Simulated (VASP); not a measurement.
# SrTiO3 (I4/mcm) in VASP: notebook

The runs below take SrTiO3 through single point, with PBE+U.

Everything below comes from runs of VASP 6.6.1. Logs are shortened: lines on timing, memory, paths and dates and some standing lists are left out, and cuts for length are marked.

## Step 1: The cell of the first run

The structure is tetragonal, space group I4/mcm (No. 140). The conventional cell has a = 5.220 Å, b = 5.220 Å, c = 7.385 Å, α = 90.00°, β = 90.00°, γ = 90.00°. Sr (site symmetry -42m) has 12 O at 2.59 to 2.64 Å and 8 Ti at 3.20 Å within 3.4 Å. Within 2.4 Å of Ti (site symmetry 4/m) lie 6 O at 1.85 Å. Within 2.5 Å of O (site symmetry 422) lie 2 Ti at 1.85 Å. O (site symmetry m2m) has 2 Ti at 1.85 Å within 2.4 Å.

## Step 2: Single point, PBE+U

Contents of INCAR:

```
SYSTEM = SrTiO3
PREC = Accurate
ENCUT = 520
EDIFF = 1E-7
ISMEAR = 0
SIGMA = 0.05
LREAL = .FALSE.
LASPH = .TRUE.
NELM = 150
ALGO = Normal
ISIF = 2
LWAVE = .FALSE.
LCHARG = .FALSE.
LMAXMIX = 4
LDAU = .TRUE.
LDAUTYPE = 2
LDAUL = -1 2 -1
LDAUU = 0 4 0
LDAUJ = 0 0 0
LDAUPRINT = 1
GGA = PE
NBANDS = 51
```

Contents of KPOINTS:

```
Automatic mesh
0
G
  6 6 6
  0 0 0
```

Contents of POSCAR:

```
SrTiO3
1.0
   -2.6101976276      2.6101976276      3.6924515886
    2.6101976276     -2.6101976276      3.6924515886
    2.6101976276      2.6101976276     -3.6924515886
Sr Ti O
2 2 6
Direct
    0.7500000000      0.2500000000      0.5000000000
    0.2500000000      0.7500000000      0.5000000000
    0.0000000000      0.0000000000      0.0000000000
    0.5000000000      0.5000000000      0.0000000000
    0.2500000000      0.2500000000      0.0000000000
    0.7500000000      0.7500000000      0.0000000000
    0.7451000000      0.2451000000      0.9902000000
    0.2451000000      0.2549000000      0.5000000000
    0.2549000000      0.7549000000      0.0098000000
    0.7549000000      0.7451000000      0.5000000000
```

Potentials or basis: VASP PAW PBE potentials, release 64 (Sr_sv, Ti_sv, O).

Run with:

```console
$ cat potpaw_PBE.64/Sr_sv/POTCAR potpaw_PBE.64/Ti_sv/POTCAR potpaw_PBE.64/O/POTCAR > POTCAR
$ mpirun -np 1 vasp_std > vasp.out
```

OUTCAR:

```text
SYSTEM = SrTiO3
   PREC = Accurate
   ENCUT = 520
   EDIFF = 1E-7
   ISMEAR = 0
   LREAL = .FALSE.
   LASPH = .TRUE.
   NELM = 150
   ISIF = 2
   GGA = PE

 ion  position               nearest neighbor table
   1  0.750  0.250  0.500-   7 2.59   8 2.59   9 2.59  10 2.59   5 2.61   6 2.61   6 2.61   5 2.61
                             8 2.64  10 2.64   9 2.64   7 2.64   4 3.20   3 3.20   4 3.20   4 3.20
   2  0.250  0.750  0.500-   7 2.59   8 2.59   9 2.59  10 2.59   5 2.61   6 2.61   5 2.61   6 2.61
                            10 2.64   8 2.64   9 2.64   7 2.64   4 3.20   3 3.20   4 3.20   3 3.20
   3  0.000  0.000  0.000-   7 1.85   8 1.85   9 1.85  10 1.85   5 1.85   6 1.85   1 3.20   2 3.20
                             1 3.20   1 3.20   2 3.20   2 3.20   1 3.20   2 3.20
   4  0.500  0.500  0.000-   7 1.85   9 1.85  10 1.85   8 1.85   5 1.85   6 1.85   1 3.20   2 3.20
                             2 3.20   1 3.20   2 3.20   1 3.20   2 3.20   1 3.20
   5  0.250  0.250  0.000-   3 1.85   4 1.85   1 2.61   2 2.61   2 2.61   1 2.61
   6  0.750  0.750  0.000-   3 1.85   4 1.85   1 2.61   2 2.61   1 2.61   2 2.61
   7  0.745  0.245  0.990-   3 1.85   4 1.85   1 2.59   2 2.59   2 2.64   1 2.64
   8  0.245  0.255  0.500-   4 1.85   3 1.85   1 2.59   2 2.59   1 2.64   2 2.64
   9  0.255  0.755  0.010-   3 1.85   4 1.85   1 2.59   2 2.59   2 2.64   1 2.64
  10  0.755  0.745  0.500-   3 1.85   4 1.85   1 2.59   2 2.59   1 2.64   2 2.64

  LATTYP: Found a body centered tetragonal cell.
 ALAT       =     5.2203952552
 C/A-ratio  =     1.4146252949

  Lattice vectors:

 A1 = (  -2.6101976276,   2.6101976276,   3.6924515886)
 A2 = (   2.6101976276,  -2.6101976276,   3.6924515886)
 A3 = (   2.6101976276,   2.6101976276,  -3.6924515886)

Analysis of symmetry for initial positions (statically):
=====================================================================
 Subroutine PRICEL returns:
 Original cell was already a primitive cell.

 Routine SETGRP: Setting up the symmetry group for a
 body centered tetragonal supercell.

 Subroutine GETGRP returns: Found 16 space group operations
 (whereof  8 operations were pure point group operations)
 out of a pool of 16 trial point group operations.

The static configuration has the point symmetry C_4h.
 The point group associated with its full space group is D_4h.

Analysis of symmetry for dynamics (positions and initial velocities):
=====================================================================
 Subroutine PRICEL returns:
 Original cell was already a primitive cell.

 Routine SETGRP: Setting up the symmetry group for a
 body centered tetragonal supercell.

 Subroutine GETGRP returns: Found 16 space group operations
 (whereof  8 operations were pure point group operations)
 out of a pool of 16 trial point group operations.

The dynamic configuration has the point symmetry C_4h.
 The point group associated with its full space group is D_4h.

 Subroutine INISYM returns: Found 16 space group operations
 (whereof  8 operations are pure point group operations),
 and found     1 'primitive' translations

----------------------------------------------------------------------------------------

                                     Primitive cell

  volume of cell :     100.6286

  direct lattice vectors                    reciprocal lattice vectors
[... 147 lines left out ...]
 onsite density matrix

spin component  1

  0.3048 -0.0000  0.0000  0.0000  0.0070
 -0.0000  0.1160  0.0000 -0.0000 -0.0000
  0.0000  0.0000  0.3049 -0.0000 -0.0000
  0.0000 -0.0000 -0.0000  0.1160  0.0000
  0.0070 -0.0000 -0.0000  0.0000  0.1163

spin component  2

  0.3048 -0.0000  0.0000  0.0000  0.0070
 -0.0000  0.1160  0.0000 -0.0000 -0.0000
  0.0000  0.0000  0.3049 -0.0000 -0.0000
  0.0000 -0.0000 -0.0000  0.1160  0.0000
  0.0070 -0.0000 -0.0000  0.0000  0.1163

 occupancies and eigenvectors

  o =  0.1160  v =  0.0000  0.9985  0.0000 -0.0543  0.0000  0.0000  0.0000  0.0000  0.0000  0.0000      0.0000  0.0000  0.0000  0.0000  0.0000  0.0000  0.0000  0.0000  0.0000  0.0000
  o =  0.1160  v =  0.0000  0.0000  0.0000  0.0000  0.0000  0.0000  0.9985  0.0000 -0.0543  0.0000      0.0000  0.0000  0.0000  0.0000  0.0000  0.0000  0.0000  0.0000  0.0000  0.0000
  o =  0.1160  v =  0.0000  0.0543 -0.0000  0.9985 -0.0000  0.0000  0.0000  0.0000  0.0000  0.0000      0.0000  0.0000  0.0000  0.0000  0.0000  0.0000  0.0000  0.0000  0.0000  0.0000
  o =  0.1160  v =  0.0000  0.0000  0.0000  0.0000  0.0000  0.0000  0.0543 -0.0000  0.9985 -0.0000      0.0000  0.0000  0.0000  0.0000  0.0000  0.0000  0.0000  0.0000  0.0000  0.0000
  o =  0.1161  v =  0.0000  0.0000  0.0000  0.0000  0.0000  0.0369  0.0000 -0.0000 -0.0000 -0.9993      0.0000  0.0000  0.0000  0.0000  0.0000  0.0000  0.0000  0.0000  0.0000  0.0000
  o =  0.1161  v =  0.0369  0.0000 -0.0000 -0.0000 -0.9993  0.0000  0.0000  0.0000  0.0000  0.0000      0.0000  0.0000  0.0000  0.0000  0.0000  0.0000  0.0000  0.0000  0.0000  0.0000
  o =  0.3049  v =  0.0000  0.0000 -1.0000 -0.0000  0.0000  0.0000  0.0000  0.0000  0.0000  0.0000      0.0000  0.0000  0.0000  0.0000  0.0000  0.0000  0.0000  0.0000  0.0000  0.0000
  o =  0.3049  v =  0.0000  0.0000  0.0000  0.0000  0.0000  0.0000  0.0000 -1.0000 -0.0000  0.0000      0.0000  0.0000  0.0000  0.0000  0.0000  0.0000  0.0000  0.0000  0.0000  0.0000
  o =  0.3050  v =  0.0000  0.0000  0.0000  0.0000  0.0000 -0.9993  0.0000 -0.0000 -0.0000 -0.0369      0.0000  0.0000  0.0000  0.0000  0.0000  0.0000  0.0000  0.0000  0.0000  0.0000
  o =  0.3050  v = -0.9993  0.0000 -0.0000 -0.0000 -0.0369  0.0000  0.0000  0.0000  0.0000  0.0000      0.0000  0.0000  0.0000  0.0000  0.0000  0.0000  0.0000  0.0000  0.0000  0.0000

atom =   4  type =  2  l = 2

 onsite density matrix

spin component  1

  0.3048 -0.0000  0.0000 -0.0000 -0.0070
 -0.0000  0.1160 -0.0000 -0.0000 -0.0000
  0.0000 -0.0000  0.3049  0.0000  0.0000
 -0.0000 -0.0000  0.0000  0.1160  0.0000
 -0.0070 -0.0000  0.0000  0.0000  0.1163

spin component  2

  0.3048 -0.0000  0.0000 -0.0000 -0.0070
 -0.0000  0.1160 -0.0000 -0.0000 -0.0000
  0.0000 -0.0000  0.3049  0.0000  0.0000
 -0.0000 -0.0000  0.0000  0.1160  0.0000
 -0.0070 -0.0000  0.0000  0.0000  0.1163

 occupancies and eigenvectors

  o =  0.1160  v =  0.0000  0.9947  0.0000  0.1028  0.0000  0.0000  0.0000  0.0000  0.0000  0.0000      0.0000  0.0000  0.0000  0.0000  0.0000  0.0000  0.0000  0.0000  0.0000  0.0000
  o =  0.1160  v =  0.0000  0.0000  0.0000  0.0000  0.0000  0.0000  0.9947  0.0000  0.1028  0.0000      0.0000  0.0000  0.0000  0.0000  0.0000  0.0000  0.0000  0.0000  0.0000  0.0000
  o =  0.1160  v =  0.0000 -0.1028 -0.0000  0.9947 -0.0000  0.0000  0.0000  0.0000  0.0000  0.0000      0.0000  0.0000  0.0000  0.0000  0.0000  0.0000  0.0000  0.0000  0.0000  0.0000
  o =  0.1160  v =  0.0000  0.0000  0.0000  0.0000  0.0000  0.0000 -0.1028 -0.0000  0.9947 -0.0000      0.0000  0.0000  0.0000  0.0000  0.0000  0.0000  0.0000  0.0000  0.0000  0.0000
  o =  0.1161  v =  0.0000  0.0000  0.0000  0.0000  0.0000  0.0369  0.0000 -0.0000  0.0000  0.9993      0.0000  0.0000  0.0000  0.0000  0.0000  0.0000  0.0000  0.0000  0.0000  0.0000
  o =  0.1161  v =  0.0369  0.0000 -0.0000  0.0000  0.9993  0.0000  0.0000  0.0000  0.0000  0.0000      0.0000  0.0000  0.0000  0.0000  0.0000  0.0000  0.0000  0.0000  0.0000  0.0000
  o =  0.3049  v =  0.0000  0.0000  0.0000  0.0000  0.0000  0.0000  0.0000 -1.0000 -0.0000 -0.0000      0.0000  0.0000  0.0000  0.0000  0.0000  0.0000  0.0000  0.0000  0.0000  0.0000
  o =  0.3049  v =  0.0000  0.0000 -1.0000 -0.0000 -0.0000  0.0000  0.0000  0.0000  0.0000  0.0000      0.0000  0.0000  0.0000  0.0000  0.0000  0.0000  0.0000  0.0000  0.0000  0.0000
  o =  0.3050  v = -0.9993  0.0000 -0.0000  0.0000  0.0369  0.0000  0.0000  0.0000  0.0000  0.0000      0.0000  0.0000  0.0000  0.0000  0.0000  0.0000  0.0000  0.0000  0.0000  0.0000
  o =  0.3050  v =  0.0000  0.0000  0.0000  0.0000  0.0000 -0.9993  0.0000 -0.0000  0.0000  0.0369      0.0000  0.0000  0.0000  0.0000  0.0000  0.0000  0.0000  0.0000  0.0000  0.0000

 number of electron      79.9999997 magnetization

 Free energy of the ion-electron system (eV)
  ---------------------------------------------------
  ext. energy  EPLUGINS =         0.00000000
  ---------------------------------------------------
  free energy    TOTEN  =       -71.21813247 eV

  energy without entropy =      -71.21813247  energy(sigma->0) =      -71.21813247

 E-fermi :   6.0611     XC(G=0): -12.1921

 val. band max:        5.7792531824   @ k =   0.0000   0.0000   0.0000
 cond. band min:       8.5052198643   @ k =   0.0000   0.0000   0.0000
 fundamental gap:      2.7259666819
 Fermi energy:         6.0611068473

 k-point     1 :       0.0000    0.0000    0.0000
  band No.  band energies     occupation
      1     -50.8511      2.00000
      2     -50.8401      2.00000
      3     -27.3184      2.00000
      4     -27.3184      2.00000
      5     -27.3181      2.00000
      6     -27.1905      2.00000
[... 1285 lines left out ...]
     50      13.2561      0.00000
     51      14.0042      0.00000

 [... further k-points ...]

------------------------ aborting loop because EDIFF is reached ----------------------------------------

  FORCE on cell =-STRESS in cart. coord.  units (eV):
  Direction    XX          YY          ZZ          XY          YZ          ZX
  --------------------------------------------------------------------------------------
  -------------------------------------------------------------------------------------
  Total       35.7975619     35.7975619     35.8022273      0.0000000      0.0000000      0.0000000
  in kB      569.9574679    569.9574679    570.0317493      0.0000000      0.0000000      0.0000000
  external PRESSURE =     569.9822284 kB  Pullay stress =       0.0000000 kB

 VOLUME and BASIS-vectors are now :
 -----------------------------------------------------------------------------
  energy-cutoff  :      520.00
  volume of cell :      100.63
      direct lattice vectors                 reciprocal lattice vectors
    -2.610197628  2.610197628  3.692451589     0.000000000  0.191556377  0.135411389
     2.610197628 -2.610197628  3.692451589     0.191556377  0.000000000  0.135411389
     2.610197628  2.610197628 -3.692451589     0.191556377  0.191556377  0.000000000

 POSITION                                       TOTAL-FORCE (eV/Angst)
 -----------------------------------------------------------------------------------
      0.00000      2.61020      1.84623        -0.000000      0.000000     -0.000000
      2.61020      0.00000      1.84623        -0.000000      0.000000     -0.000000
      0.00000      0.00000      0.00000         0.000000      0.000000     -0.000000
      0.00000      0.00000      3.69245        -0.000000      0.000000     -0.000000
      0.00000      0.00000      1.84623         0.000000      0.000000     -0.000000
      0.00000      0.00000      5.53868         0.000000      0.000000     -0.000000
      1.27952      3.88972      0.00000        -0.045405     -0.045405     -0.000000
      1.33068      1.27952      0.00000         0.045405     -0.045405     -0.000000
      1.33068     -1.27952      3.69245         0.045405      0.045405      0.000000
      1.27952      1.33068      3.69245        -0.045405      0.045405      0.000000
 -----------------------------------------------------------------------------------
    total drift:                               -0.000000     -0.000000      0.000000

  FREE ENERGIE OF THE ION-ELECTRON SYSTEM (eV)
  ---------------------------------------------------
  free  energy   TOTEN  =       -71.2181324690 eV

  energy  without entropy=      -71.2181324690  energy(sigma->0) =      -71.21813247
```

Wall time 4.3 min (1 thread of Intel Xeon Platinum 8259CL at 2.50GHz (Skylake/Cascade Lake), shared host); peak memory 0.31 GiB.

Results:

- Free energy: -71.2181 eV
- Pressure: 57.0 GPa
- Largest force: 0.064 eV/Å
- Band gap on the k mesh: 2.73 eV

Forces in eV/Å, atoms in the order of the input:
```
Sr   0.000  0.000  0.000
Sr   0.000  0.000  0.000
Ti   0.000  0.000  0.000
Ti   0.000  0.000  0.000
O    0.000  0.000  0.000
O    0.000  0.000  0.000
O   -0.045 -0.045  0.000
O    0.045 -0.045  0.000
O    0.045  0.045  0.000
O   -0.045  0.045  0.000
```

Levels at points of the mesh, in eV from the valence-band top:
| k point | band 36 | band 37 | band 38 | band 39 | band 40 | band 41 | band 42 | band 43 | band 44 | band 45 |
| --- | --- | --- | --- | --- | --- | --- | --- | --- | --- | --- |
| (0.00, 0.00, 0.00) | -0.27 | -0.27 | -0.01 | 0.00 | 0.00 | 2.73 | 2.73 | 2.73 | 5.25 | 5.27 |
| (0.50, 0.00, 0.00) | -1.13 | -1.07 | -1.07 | -0.80 | -0.80 | 4.66 | 4.66 | 4.67 | 4.67 | 4.71 |
| (0.50, 0.50, 0.00) | -1.73 | -1.66 | -0.73 | -0.73 | -0.12 | 3.05 | 5.25 | 5.25 | 5.28 | 5.29 |
| (0.50, 0.50, 0.50) | -1.73 | -1.66 | -0.73 | -0.73 | -0.12 | 3.05 | 5.24 | 5.24 | 5.31 | 5.31 |

Eigenvalues of the final occupation matrices:
| site | spin | trace | eigenvalues |
| --- | --- | --- | --- |
| site 3 d | 1 | 0.96 | 0.12 0.12 0.12 0.30 0.31 |
| site 3 d | 2 | 0.96 | 0.12 0.12 0.12 0.30 0.31 |
| site 4 d | 1 | 0.96 | 0.12 0.12 0.12 0.30 0.31 |
| site 4 d | 2 | 0.96 | 0.12 0.12 0.12 0.30 0.31 |

Caveat: the cell stands under pressure. A k mesh can miss the band edges.

## Step 3: Single point, PBE+U

This run uses another cell than the first one, of 11.84 Å³/atom.

Contents of INCAR:

```
SYSTEM = SrTiO3
PREC     = Accurate       ! precision mode
ENCUT    = 520            ! plane-wave cutoff, eV
EDIFF    = 1E-6           ! SCF threshold, eV
ISMEAR   = 0              ! smearing method
SIGMA    = 0.05           ! smearing width, eV
LREAL    = .FALSE.        ! projectors in reciprocal space
LASPH    = .TRUE.         ! aspherical terms in the spheres
NELM     = 150            ! most SCF steps
ALGO     = Normal         ! electronic algorithm
ISIF     = 2              ! what is computed and relaxed
LWAVE    = .FALSE.        ! write WAVECAR
LCHARG   = .FALSE.        ! write CHGCAR
LMAXMIX  = 4              ! l up to which the mixer works
LDAU     = .TRUE.         ! DFT+U
LDAUTYPE = 2            
LDAUL    = -1 2 -1        ! shell
LDAUU    = 0 4 0          ! U, eV
LDAUJ    = 0 0 0        
LDAUPRINT= 1            
GGA      = PE             ! functional
NBANDS   = 51             ! bands
```

KPOINTS is that of step 2.

POSCAR: that of step 2 with these lines changed.

```diff
@@ -2,5 +2,5 @@
 1.0
-   -2.6101976276      2.6101976276      3.6924515886
-    2.6101976276     -2.6101976276      3.6924515886
-    2.6101976276      2.6101976276     -3.6924515886
+   -2.7555000000      2.7555000000      3.8980000000
+    2.7555000000     -2.7555000000      3.8980000000
+    2.7555000000      2.7555000000     -3.8980000000
 Sr Ti O
```

Potentials or basis: VASP PAW PBE potentials, release 64 (Sr_sv, Ti_sv, O).

Run with:

```console
$ cat potpaw_PBE.64/Sr_sv/POTCAR potpaw_PBE.64/Ti_sv/POTCAR potpaw_PBE.64/O/POTCAR > POTCAR
$ mpirun -np 1 vasp_std > vasp.out
```

Run time: 4.6 min. Hardware: 1 thread of Intel Xeon Platinum 8259CL at 2.50GHz (Skylake/Cascade Lake), shared host; peak memory 0.35 GiB.

It converged, with:

* Free energy: -74.6262 eV
* Pressure: 10.0 GPa
* Largest force: 0.028 eV/Å
* Band gap on the k mesh: 2.40 eV

Forces on the atoms (eV/Å):
```
Sr   0.000  0.000  0.000
Sr   0.000  0.000  0.000
Ti   0.000  0.000  0.000
Ti   0.000  0.000  0.000
O    0.000  0.000  0.000
O    0.000  0.000  0.000
O   -0.020 -0.020  0.000
O    0.020 -0.020  0.000
O    0.020  0.020  0.000
O   -0.020  0.020  0.000
```

Levels at points of the mesh, in eV from the valence-band top:
```csv
k point,band 37,band 38,band 39,band 40,band 41,band 42,band 43,band 44
"(0.00, 0.00, 0.00)",-0.41,-0.01,0.00,0.00,2.40,2.40,2.40,4.37
"(0.50, 0.00, 0.00)",-0.92,-0.92,-0.63,-0.63,3.88,3.88,3.90,3.90
"(0.50, 0.50, 0.00)",-1.59,-0.80,-0.80,-0.09,2.60,4.29,4.29,4.29
"(0.50, 0.50, 0.50)",-1.59,-0.80,-0.80,-0.09,2.61,4.28,4.28,4.33
```

Eigenvalues of the final occupation matrices:
```tsv
site	spin	trace	eigenvalues
site 3 d	1	0.83	0.10 0.10 0.10 0.26 0.26
site 3 d	2	0.83	0.10 0.10 0.10 0.26 0.26
site 4 d	1	0.83	0.10 0.10 0.10 0.26 0.26
site 4 d	2	0.83	0.10 0.10 0.10 0.26 0.26
```

Caveat: the cell stands under pressure. A k mesh can miss the band edges.
